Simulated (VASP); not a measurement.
Set up this calculation in VASP 6.6.1, as the native input.

```
Task                    : single point
Functional              : PBE
Potentials or basis     : VASP PAW PBE potentials, release 64 (Zr_sv, Al, N)
Cutoff                  : 520 eV
k mesh                  : 12 × 12 × 4
Occupations             : gaussian, width 0.1 eV
Spin                    : no spin polarisation
Dipole correction       : no
k mesh for the DOS      : 18 × 18 × 6
Occupations for the DOS : tetrahedron
Further INCAR settings  : ALGO = Normal; EDIFF = 1e-06; NBANDS = 54
```

The system is Zr2AlN3.

```
Zr Al N
1.0
     3.09361    0.00000    0.00000
    -1.54681    2.67915    0.00000
     0.00000    0.00000   16.23086
Zr Al N
4 2 6
Direct
  0.33333 0.66667 0.08383
  0.33333 0.66667 0.41617
  0.66667 0.33333 0.58383
  0.66667 0.33333 0.91617
  0.33333 0.66667 0.75000
  0.66667 0.33333 0.25000
  0.00000 0.00000 0.00000
  0.00000 0.00000 0.32649
  0.00000 0.00000 0.67351
  0.00000 0.00000 0.17351
  0.00000 0.00000 0.50000
  0.00000 0.00000 0.82649
```

These files were run (other wordings do the same):

POSCAR

```
Zr2AlN3
1.0
    3.0936120111      0.0000000000      0.0000000000
   -1.5468060056      2.6791465911      0.0000000000
    0.0000000000      0.0000000000     16.2308615575
Zr Al N
4 2 6
Direct
    0.3333333333      0.6666666667      0.0838256274
    0.3333333333      0.6666666667      0.4161743726
    0.6666666667      0.3333333333      0.5838256274
    0.6666666667      0.3333333333      0.9161743726
    0.3333333333      0.6666666667      0.7500000000
    0.6666666667      0.3333333333      0.2500000000
    0.0000000000      0.0000000000      0.0000000000
    0.0000000000      0.0000000000      0.3264919395
    0.0000000000      0.0000000000      0.6735080605
    0.0000000000      0.0000000000      0.1735080605
    0.0000000000      0.0000000000      0.5000000000
    0.0000000000      0.0000000000      0.8264919395
```

INCAR.step1

```
PREC     = Accurate       # precision mode
ENCUT    = 520            # plane-wave cutoff, eV
EDIFF    = 1E-6           # SCF threshold, eV
ISMEAR   = 0              # smearing method
SIGMA    = 0.1            # smearing width, eV
LREAL    = F              # projectors in reciprocal space
LASPH    = T              # aspherical terms in the spheres
NELM     = 120            # most SCF steps
ALGO     = Normal         # electronic algorithm
ISIF     = 2              # what is computed and relaxed
LWAVE    = F              # write WAVECAR
LCHARG   = T              # write CHGCAR
LMAXMIX  = 4              # l up to which the mixer works
GGA      = PE             # functional
NBANDS   = 54             # bands
GGA_COMPAT= F            
NEDOS    = 2001           # points of the DOS
LORBIT   = 11             # projections on sites
```

KPOINTS.step1

```
Automatic mesh
0
Gamma
  12 12 4
```

INCAR.step2

```
PREC     = Accurate       # precision mode
ENCUT    = 520            # plane-wave cutoff, eV
EDIFF    = 1E-6           # SCF threshold, eV
ISMEAR   = -5             # smearing method
SIGMA    = 0.1            # smearing width, eV
LREAL    = F              # projectors in reciprocal space
LASPH    = T              # aspherical terms in the spheres
NELM     = 120            # most SCF steps
ALGO     = Normal         # electronic algorithm
ISIF     = 2              # what is computed and relaxed
LWAVE    = F              # write WAVECAR
LCHARG   = F              # write CHGCAR
LMAXMIX  = 4              # l up to which the mixer works
GGA      = PE             # functional
LORBIT   = 11             # projections on sites
NBANDS   = 54             # bands
NEDOS    = 2001           # points of the DOS
ICHARG   = 11             # starting density
GGA_COMPAT= F
```

KPOINTS.step2

```
Automatic mesh
0
Gamma
  18 18 6
```

Potentials or basis: VASP PAW PBE potentials, release 64 (Zr_sv, Al, N).

Launch:

```bash
$ cat potpaw_PBE.64/Zr_sv/POTCAR potpaw_PBE.64/Al/POTCAR potpaw_PBE.64/N/POTCAR > POTCAR
$ cp INCAR.step1 INCAR
$ cp KPOINTS.step1 KPOINTS
$ mpirun -np 1 vasp_std > vasp.out
$ cp INCAR.step2 INCAR
$ cp KPOINTS.step2 KPOINTS
$ mpirun -np 1 vasp_std > vasp.out
```

Results of the run:

- Valence electrons inside the program's atomic spheres: Zr 9.93; Al 0.62; N 3.75, 3.71 (each value once)

It took 17 min on 1 thread of AMD EPYC 7R43 64-Core Processor (Zen 3), with other jobs on the host, peak memory 0.79 GiB.
